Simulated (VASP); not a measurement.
# K (Pm-3m) in VASP: a series of runs

K is run at these levels: PBE; tasks: relaxation of cell and atoms.

Everything below comes from runs of VASP 6.6.1. Logs are shortened: lines on timing, memory, paths and dates and some standing lists are left out, and cuts for length are marked.

### Step 1. The cell of the first run

Symmetry: Pm-3m, No. 221, cubic system. Conventional cell: a = 3.094 Å, b = 3.094 Å, c = 3.094 Å, α = 90.00°, β = 90.00°, γ = 90.00°. K (site symmetry m-3m) has 6 K at 3.09 Å within 4.1 Å.

### Step 2. Relaxation of cell and atoms, PBE, target pressure 14 GPa, at which the enthalpy is minimised

INCAR reads:

```
SYSTEM = K
  ALGO = Normal
  EDIFF = 1E-6
  EDIFFG = -0.005
  ENCUT = 600
  GGA = PE
  IBRION = 2
  ISIF = 3
  ISMEAR = -1
  LASPH = .TRUE.
  LCHARG = .FALSE.
  LREAL = .FALSE.
  LWAVE = .FALSE.
  NELM = 100
  NSW = 32
  PREC = Accurate
  PSTRESS = 140.0
  SIGMA = 0.1
```

KPOINTS reads:

```
k-points
0
G
  12 12 12
  0 0 0
```

POSCAR reads:

```
K
1.0
    3.0938651112      0.0000000000      0.0000000000
    0.0000000000      3.0938651112      0.0000000000
    0.0000000000      0.0000000000      3.0938651112
K
1
Direct
    0.0000000000      0.0000000000      0.0000000000
```

Potentials or basis: VASP PAW PBE potentials, release 64 (K_sv).

The run is started by

```bash
$ cat potpaw_PBE.64/K_sv/POTCAR > POTCAR
$ mpirun -np 1 vasp_std > vasp.out
```

OUTCAR:

```text
SYSTEM = K
   EDIFF = 1E-6
   EDIFFG = -0.005
   ENCUT = 600
   GGA = PE
   IBRION = 2
   ISIF = 3
   ISMEAR = -1
   LASPH = .TRUE.
   LREAL = .FALSE.
   NELM = 100
   NSW = 32
   PREC = Accurate
   PSTRESS = 140.0

 ion  position               nearest neighbor table
   1  0.000  0.000  0.000-

  LATTYP: Found a simple cubic cell.
 ALAT       =     3.0938651112

  Lattice vectors:

 A1 = (   3.0938651112,   0.0000000000,   0.0000000000)
 A2 = (   0.0000000000,   3.0938651112,   0.0000000000)
 A3 = (   0.0000000000,   0.0000000000,   3.0938651112)

Analysis of symmetry for initial positions (statically):
=====================================================================
 Subroutine PRICEL returns:
 Original cell was already a primitive cell.

 Routine SETGRP: Setting up the symmetry group for a
 simple cubic supercell.

 Subroutine GETGRP returns: Found 48 space group operations
 (whereof 48 operations were pure point group operations)
 out of a pool of 48 trial point group operations.

The static configuration has the point symmetry O_h .

Analysis of symmetry for dynamics (positions and initial velocities):
=====================================================================
 Subroutine PRICEL returns:
 Original cell was already a primitive cell.

 Routine SETGRP: Setting up the symmetry group for a
 simple cubic supercell.

 Subroutine GETGRP returns: Found 48 space group operations
 (whereof 48 operations were pure point group operations)
 out of a pool of 48 trial point group operations.

The dynamic configuration has the point symmetry O_h .

 Subroutine INISYM returns: Found 48 space group operations
 (whereof 48 operations are pure point group operations),
 and found     1 'primitive' translations

----------------------------------------------------------------------------------------

                                     Primitive cell

  volume of cell :      29.6145

  direct lattice vectors                    reciprocal lattice vectors
     3.093865111  0.000000000  0.000000000     0.323220297  0.000000000  0.000000000
     0.000000000  3.093865111  0.000000000     0.000000000  0.323220297  0.000000000
     0.000000000  0.000000000  3.093865111     0.000000000  0.000000000  0.323220297

  length of vectors
     3.093865111  3.093865111  3.093865111     0.323220297  0.323220297  0.323220297

  position of ions in fractional coordinates (direct lattice)
     0.000000000  0.000000000  0.000000000

  ion indices of the primitive-cell ions
   primitive index   ion index
                 1           1

----------------------------------------------------------------------------------------

 KPOINTS: k-points

Automatic generation of k-mesh.
 Grid dimensions read from file:
 generate k-points for:   12   12   12

 Generating k-lattice:

  Cartesian coordinates                     Fractional coordinates (reciprocal lattice)
     0.026935025  0.000000000  0.000000000     0.083333333  0.000000000  0.000000000
     0.000000000  0.026935025  0.000000000     0.000000000  0.083333333  0.000000000
     0.000000000  0.000000000  0.026935025     0.000000000  0.000000000  0.083333333

  Length of vectors
     0.026935025  0.026935025  0.026935025

  Shift w.r.t. Gamma in fractional coordinates (k-lattice)
     0.000000000  0.000000000  0.000000000

 Subroutine IBZKPT returns following result:
 ===========================================

 Found     84 irreducible k-points:

 Following reciprocal coordinates:
            Coordinates               Weight
  0.000000  0.000000  0.000000      1.000000
  0.083333  0.000000  0.000000      6.000000
  0.166667  0.000000  0.000000      6.000000
  0.250000  0.000000  0.000000      6.000000
  0.333333  0.000000  0.000000      6.000000
  0.416667  0.000000  0.000000      6.000000
[... 16 lines left out ...]
  0.333333  0.333333  0.000000     12.000000
  0.416667  0.333333  0.000000     24.000000
 [... further k-points ...]
   k-points           NKPTS =     84   k-points in BZ     NKDIM =     84   number of bands    NBANDS=      8
   number of dos      NEDOS =    301   number of ions     NIONS =      1
   total plane-waves  NPLWV =  21952
   dimension x,y,z NGX =    28 NGY =   28 NGZ =   28
   dimension x,y,z NGXF=    56 NGYF=   56 NGZF=   56
   ions per type =               1
   NGX,Y,Z   is equivalent  to a cutoff of  15.05, 15.05, 15.05 a.u.
   NGXF,Y,Z  is equivalent  to a cutoff of  30.09, 30.09, 30.09 a.u.
 SYSTEM =  K
   PREC   = accura    normal or accurate (medium, high low for compatibility)
   ISTART =      0    job   : 0-new  1-cont  2-samecut
   ICHARG =      2    charge: 1-file 2-atom 10-const
   ISPIN  =      1    spin polarized calculation?
   LNONCOLLINEAR =      F non collinear calculations
   LSORBIT =      F    spin-orbit coupling
   LASPH  =      T    aspherical Exc in radial PAW
   ENCUT  =  600.0 eV  44.10 Ry    6.64 a.u.   6.18  6.18  6.18*2*pi/ulx,y,z
   NELM   =    100;   NELMIN=  2; NELMDL= -5     # of ELM steps
   EDIFF  = 0.1E-05   stopping-criterion for ELM
   LREAL  =      F    real-space projection
   EDIFFG = -.5E-02   stopping-criterion for IOM
   NSW    =     32    number of steps for IOM
   IBRION =      2    ionic relax: 0-MD 1-quasi-New 2-CG
   NFREE  =      1    steps in history (QN), initial steepest desc. (CG)
   ISIF   =      3    stress and relaxation
   ISYM   =      2    0-nonsym 1-usesym 2-fastsym
   POTIM  = 0.5000    time-step for ionic-motion
   TEBEG  =    0.0;   TEEND  =   0.0 temperature during run
   PSTRESS=  140.0 pullay stress
   NELECT =       9.0000    total number of electrons
   NUPDOWN=      -1.0000    fix difference up-down
   EMIN   =  10.00;   EMAX   =-10.00  energy-range for DOS
   EFERMI =   0.00;   METHOD = LEGACY
   ISMEAR =    -1;   SIGMA  =   0.10  broadening in eV -4-tet -1-fermi 0-gaus
   EFERMI_NEDOS =   21; number of points for ismear=-14 and -15
   IALGO  =     38    algorithm
   IMIX   =      4    mixing-type and parameters
     AMIX     =   0.40;   BMIX     =  1.00
     AMIX_MAG =   1.60;   BMIX_MAG =  1.00
  volume/ion in A,a.u.               =      29.61       199.85
  Fermi-wavevector in a.u.,A,eV,Ry     =   1.100663  2.079951 16.482895  1.211459
  Thomas-Fermi vector in A             =   2.237078
   LORBIT       =      0    0 simple, 1 ext, 2 COOP (PROOUT), +10 PAW based schemes
   GGA     = PE    functional components
   LHFCALC =     F    Hartree Fock is set to
   AEXX    =    0.0000 exact exchange contribution
   IVDW    =     0    specifies the selected vdW correction
   LEPSILON=     F    determine dielectric tensor
   LRPA    =     F    only Hartree local field effects (RPA)
 conjugate gradient relaxation of ions
 non-spin polarized calculation
  energy-cutoff  :      600.00
  volume of cell :       29.61
 maximum number of plane-waves:      1021
 NGX is ok and might be reduce to    28
   NGX = 13   NGY = 13   NGZ = 13

--------------------------------------- Ionic step        1  -------------------------------------------

 number of electron       9.0000000 magnetization

 Free energy of the ion-electron system (eV)
  ---------------------------------------------------
  ext. energy  EPLUGINS =         0.00000000
  ---------------------------------------------------
  free energy    TOTEN  =         0.17745965 eV

  energy without entropy =        0.22249064  energy(sigma->0) =        0.19997514

------------------------ aborting loop because EDIFF is reached ----------------------------------------

  FORCE on cell =-STRESS in cart. coord.  units (eV):
  Direction    XX          YY          ZZ          XY          YZ          ZX
  --------------------------------------------------------------------------------------
  -------------------------------------------------------------------------------------
  Total        2.6069300      2.6069300      2.6069300     -0.0000000     -0.0000000     -0.0000000
  in kB      141.0378989    141.0378989    141.0378989     -0.0000000     -0.0000000     -0.0000000
  external PRESSURE =       1.0378989 kB  Pullay stress =     140.0000000 kB

 VOLUME and BASIS-vectors are now :
 -----------------------------------------------------------------------------
  energy-cutoff  :      600.00
  volume of cell :       29.61
      direct lattice vectors                 reciprocal lattice vectors
     3.093865111  0.000000000  0.000000000     0.323220297  0.000000000  0.000000000
     0.000000000  3.093865111  0.000000000     0.000000000  0.323220297  0.000000000
     0.000000000  0.000000000  3.093865111     0.000000000  0.000000000  0.323220297

 POSITION                                       TOTAL-FORCE (eV/Angst)
 -----------------------------------------------------------------------------------
      0.00000      0.00000      0.00000         0.000000      0.000000      0.000000
 -----------------------------------------------------------------------------------
    total drift:                               -0.000000     -0.000000     -0.000000

  FREE ENERGIE OF THE ION-ELECTRON SYSTEM (eV)
  ---------------------------------------------------
  free  energy   TOTEN  =         0.1774596472 eV

  energy  without entropy=        0.2224906360  energy(sigma->0) =        0.19997514

  enthalpy is  TOTEN    =         2.7652052451 eV   P V=        2.5877455979

--------------------------------------- Ionic step        2  -------------------------------------------

 number of electron       9.0000000 magnetization

 Free energy of the ion-electron system (eV)
  ---------------------------------------------------
  ext. energy  EPLUGINS =         0.00000000
  ---------------------------------------------------
  free energy    TOTEN  =         0.17023258 eV

  energy without entropy =        0.21535759  energy(sigma->0) =        0.19279508

 E-fermi :   2.9201     XC(G=0):  -8.4206

 val. band max:        2.9141585806   @ k =   0.4167   0.0833   0.0000
 cond. band min:       2.9392924504   @ k =   0.4167   0.4167   0.1667
 fundamental gap:      0.0251338697
 Fermi energy:         2.9201213760

 k-point     1 :       0.0000    0.0000    0.0000
  band No.  band energies     occupation
      1     -29.7103      2.00000
      2     -12.5111      2.00000
      3     -12.5111      2.00000
      4     -12.5111      2.00000
      5      -0.1859      2.00000
      6       5.3435      0.00000
      7       5.3435      0.00000
      8      11.8275      0.00000

 k-point     2 :       0.0833    0.0000    0.0000
  band No.  band energies     occupation
      1     -29.6983      2.00000
      2     -12.6128      2.00000
      3     -12.5025      2.00000
      4     -12.5025      2.00000
      5      -0.0276      2.00000
      6       5.4014      0.00000
      7       5.4562      0.00000
      8      11.4578      0.00000

 k-point     3 :       0.1667    0.0000    0.0000
  band No.  band energies     occupation
      1     -29.6651      2.00000
      2     -12.8810      2.00000
      3     -12.4789      2.00000
      4     -12.4789      2.00000
      5       0.4170      2.00000
      6       5.5665      0.00000
      7       5.7127      0.00000
      8      10.6930      0.00000
[... 210 lines left out ...]
 k-point    23 :       0.3333    0.3333    0.0000
  band No.  band energies     occupation
      1     -29.4420      2.00000
      2     -13.4079      2.00000
      3     -13.3497      2.00000
      4     -12.3232      2.00000
      5       2.7794      1.60666
      6       5.4877      0.00000
      7       7.7299      0.00000
      8       8.3574      0.00000

 k-point    24 :       0.4167    0.3333    0.0000
  band No.  band energies     occupation
      1     -29.4092      2.00000
      2     -13.5946      2.00000
      3     -13.3332      2.00000
      4     -12.3007      2.00000
      5       2.8343      1.40458
      6       5.5810      0.00000
      7       7.9913      0.00000
      8       8.4377      0.00000

 [... further k-points ...]
[... 5 lines left out ...]
  --------------------------------------------------------------------------------------
  -------------------------------------------------------------------------------------
  Total        2.5997065      2.5997065      2.5997065      0.0000000      0.0000000      0.0000000
  in kB      140.2573102    140.2573102    140.2573102      0.0000000      0.0000000      0.0000000
  external PRESSURE =       0.2573102 kB  Pullay stress =     140.0000000 kB

 VOLUME and BASIS-vectors are now :
 -----------------------------------------------------------------------------
  energy-cutoff  :      600.00
  volume of cell :       29.70
      direct lattice vectors                 reciprocal lattice vectors
     3.096728506  0.000000000 -0.000000000     0.322921431  0.000000000 -0.000000000
    -0.000000000  3.096728506 -0.000000000    -0.000000000  0.322921431  0.000000000
     0.000000000 -0.000000000  3.096728506     0.000000000  0.000000000  0.322921431

 POSITION                                       TOTAL-FORCE (eV/Angst)
 -----------------------------------------------------------------------------------
      0.00000      0.00000      0.00000        -0.000000      0.000000      0.000000
 -----------------------------------------------------------------------------------
    total drift:                               -0.000000      0.000000     -0.000000

  FREE ENERGIE OF THE ION-ELECTRON SYSTEM (eV)
  ---------------------------------------------------
  free  energy   TOTEN  =         0.1702325750 eV

  energy  without entropy=        0.2153575909  energy(sigma->0) =        0.19279508

  enthalpy is  TOTEN    =         2.7651697563 eV   P V=        2.5949371812

 reached required accuracy - stopping structural energy minimisation
```

It took 16 s on 1 thread of AMD EPYC 9R45 (Zen 5), shared host; peak memory 0.14 GiB.

Results:

```yaml
Free_energy: 0.1702 eV
Relaxed_volume: 29.70 Å³/atom
Relaxed_cell: a = 3.097 Å, b = 3.097 Å, c = 3.097 Å, α = 90.00°, β = 90.00°, γ = 90.00°
Space_group_after_relaxing_to_0.05_Å: Pm-3m (No. 221)
Energy_change_on_relaxing_the_enthalpy_is_what_falls: -7.2 meV/atom
Ionic_steps: 2
Pressure_after_relaxing: 14.0 GPa
```

Step by step:
```csv
step,energy change (eV),largest force (eV/Å),pressure (GPa),volume (Å³)
1,0.0000,0.0000,14.10,29.61
2,-0.0072,0.0000,14.03,29.70
```

Final structure:
```xyz
1
Lattice="3.0967 0.0000 0.0000 0.0000 3.0967 0.0000 0.0000 0.0000 3.0967" Properties=species:S:1:pos:R:3 pbc="T T T"
K     0.0000    0.0000    0.0000
```

Caveat: the cell is relaxed towards a set pressure, so the enthalpy falls and the energy may rise.

### Step 3. Relaxation of cell and atoms, PBE, target pressure 14 GPa, at which the enthalpy is minimised

This run uses another cell than the first one, of 32.17 Å³/atom, 1.086 times its volume.

INCAR reads:

```
SYSTEM = K
PREC = Accurate ; ENCUT = 600
EDIFF = 1E-7 ; ISMEAR = -1
SIGMA = 0.1 ; LREAL = .FALSE.
LASPH = .TRUE. ; NELM = 100
ALGO = Normal ; ISIF = 3
LWAVE = .FALSE. ; LCHARG = .FALSE.
GGA = PE ; IBRION = 2
NSW = 60 ; EDIFFG = -0.005
PSTRESS = 140.0
```

KPOINTS reads:

```
Automatic mesh
0
G
  12 12 12
  0 0 0
```

POSCAR reads:

```
K
1.0
    3.1802909824      0.0000000000      0.0000000000
    0.0000000000      3.1802909824      0.0000000000
    0.0000000000      0.0000000000      3.1802909824
K
1
Direct
    0.0000000000      0.0000000000      0.0000000000
```

Potentials or basis: VASP PAW PBE potentials, release 64 (K_sv).

The run is started by

```bash
$ cat potpaw_PBE.64/K_sv/POTCAR > POTCAR
$ mpirun -np 1 vasp_std > vasp.out
```

It took 33 s on 1 thread of AMD EPYC 9R45 (Zen 5), shared host; peak memory 0.15 GiB.

The run converged. Its results:

```
Free energy                                            : 0.1660 eV
Relaxed volume                                         : 29.74 Å³/atom
Relaxed cell                                           : a = 3.098 Å, b = 3.098 Å, c = 3.098 Å, α = 90.00°, β = 90.00°, γ = 90.00°
Space group after relaxing (to 0.05 Å)                 : Pm-3m (No. 221)
Energy change on relaxing (the enthalpy is what falls) : +194.6 meV/atom
Ionic steps                                            : 3
Pressure after relaxing                                : 14.0 GPa
```

The path:
```
step  energy change (eV)  largest force (eV/Å)  pressure (GPa)  volume (Å³)
   1              0.0000                0.0000           11.83        32.17
   2              0.1570                0.0000           13.56        30.18
   3              0.1946                0.0000           13.99        29.74
```

Final structure:
```yaml
crystal:
  lattice:
    - [3.09838, 0.00000, 0.00000]
    - [0.00000, 3.09838, 0.00000]
    - [0.00000, 0.00000, 3.09838]
  atoms:
    - { symbol: K, position: [0.00000, 0.00000, 0.00000] }
```

Levels at points of the mesh, in eV from the Fermi level:
| k point | band 3 | band 4 | band 5 | band 6 | band 7 | band 8 |
| --- | --- | --- | --- | --- | --- | --- |
| (0.00, 0.00, 0.00) | -15.43 | -15.43 | -3.11 | 2.42 | 2.42 | 8.90 |
| (0.50, 0.00, 0.00) | -15.30 | -15.30 | 0.71 | 1.12 | 3.47 | 5.84 |
| (0.50, 0.50, 0.00) | -16.52 | -15.18 | -0.49 | 3.52 | 5.61 | 5.61 |
| (0.50, 0.50, 0.50) | -16.30 | -16.30 | 1.53 | 1.53 | 1.53 | 5.92 |

Caveat: the cell is relaxed towards a set pressure, so the enthalpy falls and the energy may rise.
